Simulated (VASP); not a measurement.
# AlN in VASP: further runs, part 2 of 2

VASP 6.6.1.

### 5 Single point, PBEsol

This run uses another cell than the first one, of 6.95 Å³/atom, 0.724 times its volume.

INCAR reads:

```
PREC = Accurate
ENCUT = 520
EDIFF = 1E-6
ISMEAR = 0
SIGMA = 0.05
LREAL = F
LASPH = T
NELM = 100
ALGO = Normal
ISIF = 2
LWAVE = F
LCHARG = F
GGA = PS
NBANDS = 11
```

KPOINTS reads:

```
Automatic mesh
0
Gamma
  10 10 10
```

POSCAR reads:

```
AlN
1.0
   -0.1008685890      1.8590133211      1.8590133211
    1.8590133211     -0.1008685890      1.8590133211
    1.8590133211      1.8590133211     -0.1008685890
Al N
1 1
Direct
    0.5000000000      0.5000000000      0.5000000000
    0.0000000000      0.0000000000      0.0000000000
```

Potentials or basis: VASP PAW PBE potentials, release 64 (Al, N).

Command:

```bash
> cat potpaw_PBE.64/Al/POTCAR potpaw_PBE.64/N/POTCAR > POTCAR
> mpirun -np 1 vasp_std > vasp.out
```

OUTCAR:

```text
PREC = Accurate
   ENCUT = 520
   EDIFF = 1E-6
   ISMEAR = 0
   LREAL = F
   LASPH = T
   NELM = 100
   ISIF = 2
   GGA = PS

 ion  position               nearest neighbor table
   1  0.500  0.500  0.500-   2 1.91   2 1.91   2 1.91   2 1.91   2 1.91   2 1.91
   2  0.000  0.000  0.000-   1 1.91   1 1.91   1 1.91   1 1.91   1 1.91   1 1.91

  LATTYP: Found a trigonal (rhomboedric) cell.
 ALAT       =     2.6309761550
 COS(alpha) =     0.4450856131

  Lattice vectors:

 A1 = (  -0.1008685890,   1.8590133211,   1.8590133211)
 A2 = (   1.8590133211,  -0.1008685890,   1.8590133211)
 A3 = (   1.8590133211,   1.8590133211,  -0.1008685890)

Analysis of symmetry for initial positions (statically):
=====================================================================
 Subroutine PRICEL returns:
 Original cell was already a primitive cell.

 Routine SETGRP: Setting up the symmetry group for a
 trigonal (rhombohedral) supercell.

 Subroutine GETGRP returns: Found 12 space group operations
 (whereof 12 operations were pure point group operations)
 out of a pool of 12 trial point group operations.

The static configuration has the point symmetry D_3d.

Analysis of symmetry for dynamics (positions and initial velocities):
=====================================================================
 Subroutine PRICEL returns:
 Original cell was already a primitive cell.

 Routine SETGRP: Setting up the symmetry group for a
 trigonal (rhombohedral) supercell.

 Subroutine GETGRP returns: Found 12 space group operations
 (whereof 12 operations were pure point group operations)
 out of a pool of 12 trial point group operations.

The dynamic configuration has the point symmetry D_3d.

 Subroutine INISYM returns: Found 12 space group operations
 (whereof 12 operations are pure point group operations),
 and found     1 'primitive' translations

----------------------------------------------------------------------------------------

                                     Primitive cell

  volume of cell :      13.8940

  direct lattice vectors                    reciprocal lattice vectors
    -0.100868589  1.859013321  1.859013321    -0.248003171  0.262231652  0.262231652
     1.859013321 -0.100868589  1.859013321     0.262231652 -0.248003171  0.262231652
     1.859013321  1.859013321 -0.100868589     0.262231652  0.262231652 -0.248003171

  length of vectors
     2.630976155  2.630976155  2.630976155     0.446135015  0.446135015  0.446135015

  position of ions in fractional coordinates (direct lattice)
     0.500000000  0.500000000  0.500000000
     0.000000000  0.000000000  0.000000000

  ion indices of the primitive-cell ions
   primitive index   ion index
                 1           1
                 2           2

----------------------------------------------------------------------------------------

 KPOINTS: Automatic mesh

Automatic generation of k-mesh.
 Grid dimensions read from file:
 generate k-points for:   10   10   10

 Generating k-lattice:

  Cartesian coordinates                     Fractional coordinates (reciprocal lattice)
    -0.024800317  0.026223165  0.026223165     0.100000000 -0.000000000 -0.000000000
     0.026223165 -0.024800317  0.026223165    -0.000000000  0.100000000 -0.000000000
     0.026223165  0.026223165 -0.024800317    -0.000000000 -0.000000000  0.100000000

  Length of vectors
     0.044613502  0.044613502  0.044613502

  Shift w.r.t. Gamma in fractional coordinates (k-lattice)
     0.000000000  0.000000000  0.000000000

 Subroutine IBZKPT returns following result:
 ===========================================

 Found    116 irreducible k-points:

 Following reciprocal coordinates:
            Coordinates               Weight
  0.000000  0.000000  0.000000      1.000000
  0.100000 -0.000000 -0.000000      6.000000
  0.200000 -0.000000 -0.000000      6.000000
  0.300000  0.000000 -0.000000      6.000000
  0.400000 -0.000000 -0.000000      6.000000
  0.500000  0.000000  0.000000      3.000000
[... 16 lines left out ...]
  0.300000  0.300000 -0.000000      6.000000
  0.400000  0.300000 -0.000000     12.000000
 [... further k-points ...]
   k-points           NKPTS =    116   k-points in BZ     NKDIM =    116   number of bands    NBANDS=     11
   number of dos      NEDOS =    301   number of ions     NIONS =      2
   total plane-waves  NPLWV =   8000
   dimension x,y,z NGX =    20 NGY =   20 NGZ =   20
   dimension x,y,z NGXF=    40 NGYF=   40 NGZF=   40
   ions per type =               1   1
   NGX,Y,Z   is equivalent  to a cutoff of  12.64, 12.64, 12.64 a.u.
   NGXF,Y,Z  is equivalent  to a cutoff of  25.28, 25.28, 25.28 a.u.
 SYSTEM =  unknown system
   PREC   = accura    normal or accurate (medium, high low for compatibility)
   ISTART =      0    job   : 0-new  1-cont  2-samecut
   ICHARG =      2    charge: 1-file 2-atom 10-const
   ISPIN  =      1    spin polarized calculation?
   LNONCOLLINEAR =      F non collinear calculations
   LSORBIT =      F    spin-orbit coupling
   LASPH  =      T    aspherical Exc in radial PAW
   ENCUT  =  520.0 eV  38.22 Ry    6.18 a.u.   4.89  4.89  4.89*2*pi/ulx,y,z
   NELM   =    100;   NELMIN=  2; NELMDL= -5     # of ELM steps
   EDIFF  = 0.1E-05   stopping-criterion for ELM
   LREAL  =      F    real-space projection
   EDIFFG = 0.1E-04   stopping-criterion for IOM
   NSW    =      0    number of steps for IOM
   IBRION =     -1    ionic relax: 0-MD 1-quasi-New 2-CG
   NFREE  =      0    steps in history (QN), initial steepest desc. (CG)
   ISIF   =      2    stress and relaxation
   ISYM   =      2    0-nonsym 1-usesym 2-fastsym
   POTIM  = 0.5000    time-step for ionic-motion
   TEBEG  =    0.0;   TEEND  =   0.0 temperature during run
   PSTRESS=    0.0 pullay stress
   NELECT =       8.0000    total number of electrons
   NUPDOWN=      -1.0000    fix difference up-down
   EMIN   =  10.00;   EMAX   =-10.00  energy-range for DOS
   EFERMI =   0.00;   METHOD = LEGACY
   ISMEAR =     0;   SIGMA  =   0.05  broadening in eV -4-tet -1-fermi 0-gaus
   EFERMI_NEDOS =   21; number of points for ismear=-14 and -15
   IALGO  =     38    algorithm
   IMIX   =      4    mixing-type and parameters
     AMIX     =   0.40;   BMIX     =  1.00
     AMIX_MAG =   1.60;   BMIX_MAG =  1.00
  volume/ion in A,a.u.               =       6.95        46.88
  Fermi-wavevector in a.u.,A,eV,Ry     =   1.361954  2.573720 25.237696  1.854918
  Thomas-Fermi vector in A             =   2.488485
   LORBIT       =      0    0 simple, 1 ext, 2 COOP (PROOUT), +10 PAW based schemes
   GGA     = PS    functional components
   LHFCALC =     F    Hartree Fock is set to
   AEXX    =    0.0000 exact exchange contribution
   IVDW    =     0    specifies the selected vdW correction
   LEPSILON=     F    determine dielectric tensor
   LRPA    =     F    only Hartree local field effects (RPA)
 non-spin polarized calculation
 Gauss-broadening in eV      SIGMA  =   0.05
  energy-cutoff  :      520.00
  volume of cell :       13.89
 maximum number of plane-waves:       382
   NGX =  9   NGY =  9   NGZ =  9

 number of electron       7.9999998 magnetization

 Free energy of the ion-electron system (eV)
  ---------------------------------------------------
  ext. energy  EPLUGINS =         0.00000000
  ---------------------------------------------------
  free energy    TOTEN  =       -14.84426983 eV

  energy without entropy =      -14.84426983  energy(sigma->0) =      -14.84426983

 E-fermi :  13.3935     XC(G=0): -13.2974

 val. band max:       13.0950200766   @ k =   0.0000   0.0000   0.0000
 cond. band min:      16.6793965212   @ k =   0.5000   0.5000  -0.0000
 fundamental gap:      3.5843764446
 Fermi energy:        13.3934852933

 k-point     1 :       0.0000    0.0000    0.0000
  band No.  band energies     occupation
      1      -6.9119      2.00000
      2      11.9573      2.00000
      3      11.9573      2.00000
      4      13.0950      2.00000
      5      20.3475      0.00000
      6      23.9547      0.00000
      7      23.9547      0.00000
      8      27.3058      0.00000
      9      30.2803      0.00000
     10      31.4298      0.00000
     11      31.4298      0.00000
[... 309 lines left out ...]
 k-point    24 :       0.4000    0.3000   -0.0000
  band No.  band energies     occupation
      1      -3.2657      2.00000
      2       5.6322      2.00000
      3       8.5466      2.00000
      4      10.2550      2.00000
      5      18.5910      0.00000
      6      20.6957      0.00000
      7      26.2103      0.00000
      8      30.5353      0.00000
      9      30.8228      0.00000
     10      36.2231      0.00000
     11      39.4861      0.00000

 [... further k-points ...]
[... 5 lines left out ...]
  --------------------------------------------------------------------------------------
  -------------------------------------------------------------------------------------
  Total        5.6672632      5.6672632      5.6672632      1.6508707      1.6508707      1.6508707
  in kB      653.5166668    653.5166668    653.5166668    190.3690561    190.3690561    190.3690561
  external PRESSURE =     653.5166668 kB  Pullay stress =       0.0000000 kB

 VOLUME and BASIS-vectors are now :
 -----------------------------------------------------------------------------
  energy-cutoff  :      520.00
  volume of cell :       13.89
      direct lattice vectors                 reciprocal lattice vectors
    -0.100868589  1.859013321  1.859013321    -0.248003171  0.262231652  0.262231652
     1.859013321 -0.100868589  1.859013321     0.262231652 -0.248003171  0.262231652
     1.859013321  1.859013321 -0.100868589     0.262231652  0.262231652 -0.248003171

 POSITION                                       TOTAL-FORCE (eV/Angst)
 -----------------------------------------------------------------------------------
      1.80858      1.80858      1.80858         0.000000     -0.000000     -0.000000
      0.00000      0.00000      0.00000         0.000000      0.000000      0.000000
 -----------------------------------------------------------------------------------
    total drift:                                0.000000     -0.000000     -0.000000

  FREE ENERGIE OF THE ION-ELECTRON SYSTEM (eV)
  ---------------------------------------------------
  free  energy   TOTEN  =       -14.8442698335 eV

  energy  without entropy=      -14.8442698335  energy(sigma->0) =      -14.84426983
```

stdout:

```text
POSCAR found type information on POSCAR AlN
 POSCAR found :  2 types and       2 ions
 scaLAPACK will be used
 -----------------------------------------------------------------------------
|                                                                             |
|                                                                             |
|     You enforced a specific xc type in the INCAR file but a different       |
|     I HOPE YOU KNOW WHAT YOU ARE DOING!                                     |
|                                                                             |
 -----------------------------------------------------------------------------

 LDA part: xc-table for (Slater+PW92), standard interpolation
 POSCAR, INCAR and KPOINTS ok, starting setup
 FFT: planning ... GRIDC
 FFT: planning ... GRID_SOFT
 FFT: planning ... GRID
 WAVECAR not read
 entering main loop
```

It took 18 s on 1 thread of AMD EPYC 7R43 (Zen 3), shared host; peak memory 0.09 GiB.

Results:

```yaml
Free_energy: -14.8443 eV
Pressure: 65.4 GPa
Band_gap_on_the_k_mesh: 3.58 eV, indirect (least direct gap 6.95 eV)
```

Caveat: the PAW data sets were made with another functional, which shifts forces and pressure a little.

### 6 Summary

| cell | gap on the mesh (eV) | pressure (GPa) |
| --- | --- | --- |
| a = 3.005 Å, angles 60.0°, 2 atoms | 3.22 | -29.0 |
| a = 2.663 Å, angles 61.8°, 2 atoms | 4.23 | 65.0 |
| a = 2.736 Å, angles 58.2°, 2 atoms | 4.41 | 65.0 |
| a = 2.631 Å, angles 63.6°, 2 atoms | 3.58 | 65.4 |

Alike in all rows: task single point; level PBEsol; potentials or basis VASP PAW PBE potentials, release 64 (Al, N); no spin polarisation; k mesh 10 × 10 × 10; cutoff (eV) 520; smearing gaussian 0.05 eV.

Caveats: the PAW data sets were made with another functional, which shifts forces and pressure a little.

Total energies depend on the potentials used, so only differences within one code and one set of settings carry meaning.
